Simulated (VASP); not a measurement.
A run of VASP 6.6.1:

The input INCAR:

```
SYSTEM = Ag
ALGO = Normal
EDIFF = 1E-6
EDIFFG = -0.005
ENCUT = 600
GGA = PE
IBRION = 2
ISIF = 3
ISMEAR = -1
LASPH = .True.
LCHARG = .False.
LREAL = .False.
LWAVE = .False.
NELM = 60
NSW = 60
PREC = Accurate
PSTRESS = 1000.0
SIGMA = 0.08
```

Contents of KPOINTS:

```
k-points
0
Gamma
  16 16 16
  0 0 0
```

POSCAR

```
Ag
1.0
    2.3302399805      0.0000000000      0.0000000000
    0.0000000000      2.3302399805      0.0000000000
    0.0000000000      0.0000000000      2.3302399805
Ag
1
Direct
    0.0000000000      0.0000000000      0.0000000000
```

Potentials or basis: VASP PAW PBE potentials, release 64 (Ag).

The run is started by

```console
$ cat potpaw_PBE.64/Ag/POTCAR > POTCAR
$ mpirun -np 1 vasp_std > vasp.out
```

Hardware: 1 thread of Intel Xeon 8259CL (shared host).

How long does it take, and how much memory?

Wall time 110 s on 1 thread of Intel Xeon 8259CL, on a shared host, peak memory 0.15 GiB. Counts: scf iterations 65, k points 165, ion steps 17.
